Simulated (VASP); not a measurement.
**SiC: single point with PBE**

The system is SiC.

```xyz
2
Lattice="0.0000 2.1790 2.1790 2.1790 0.0000 2.1790 2.1790 2.1790 0.0000" Properties=species:S:1:pos:R:3 pbc="T T T"
Si    0.0000    0.0000    0.0000
C     1.1595    1.0895    1.0895
```

```
Program             : VASP 6.6.1
Task                : single point
Functional          : PBE
Potentials or basis : VASP PAW PBE potentials, release 64 (Si, C)
Cutoff              : 600 eV
k mesh              : 3 × 3 × 3
Occupations         : gaussian, width 0.01 eV
Spin                : no spin polarisation
```

| Property | Result |
| --- | --- |
| Pressure | 5.2 GPa |
| Largest force | 1.359 eV/Å |
| Band gap on the k mesh | 2.17 eV, indirect (least direct gap 4.97 eV) |

Forces in eV/Å, atoms in the order of the input:
```
Si   1.359  0.000  0.000
C   -1.359  0.000  0.000
```

Stress tensor (GPa, compression positive):
```
 4.70  0.00  0.00
 0.00  5.51 -3.74
 0.00 -3.74  5.51
```

Levels at points of the mesh, in eV from the valence-band top:
| k point | band 2 | band 3 | band 4 | band 5 | band 6 | band 7 |
| --- | --- | --- | --- | --- | --- | --- |
| (0.00, 0.00, 0.00) | -0.66 | -0.31 | 0.00 | 5.87 | 6.72 | 6.84 |

Run time: 6.6 s on 1 thread of Intel Xeon 8259CL, with other jobs on the host, peak memory 0.14 GiB.

Caveat: the k points lie up to 0.83 Å⁻¹ apart; forces of over 1 eV/Å act on the atoms, so gaps and moduli don't describe the material at rest. A k mesh can miss the band edges.
